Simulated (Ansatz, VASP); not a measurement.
**Ca2CdN2: VASP beside Ansatz**

```xyz
5
Lattice="3.9731 0.0000 0.0000 -1.9865 3.4408 0.0000 0.0000 0.0000 6.1398" Properties=species:S:1:pos:R:3 pbc="T T T"
Ca    0.0000    2.2939    4.1989
Ca    1.9865    1.1469    1.9409
Cd    0.0000    0.0000    0.0000
N     0.0000    2.2939    1.4611
N     1.9865    1.1469    4.6787
```

Alike in both runs: functional PBE; k mesh 6 × 6 × 4; occupations gaussian, width 0.1 eV; no spin polarisation.

Ansatz relaxed the structure, and its values are those at the end. VASP's run is a single point on that final structure, the one shown.

|  | VASP | Ansatz |
| --- | --- | --- |
| version | VASP 6.6.1 | Ansatz 0.2.0 |
| potentials or method | VASP PAW PBE potentials, release 64 (Ca_sv, Cd, N), cutoff 520 eV | scalar-relativistic, plane waves, PAW |
| valence electrons in the cell | 42 | 50 |

Ansatz gave:

| Property | Result |
| --- | --- |
| gap on the k mesh at the Fermi level (eV) | 0.27 |
| least direct gap on the mesh (eV) | 0.52 |
| pressure (GPa) | 0.1 |
| rms of the force components (eV/Å) | 0.013 |

Problem. What did VASP give for the same quantities?

Solution. gap on the k mesh at the Fermi level (eV): 0.26; least direct gap on the mesh (eV): 0.51; pressure (GPa): 0.5; rms of the force components (eV/Å): 0.009.

VASP's potentials hold 42 valence electrons a cell and Ansatz's 50, so a difference there can come from the potentials and not from the codes.
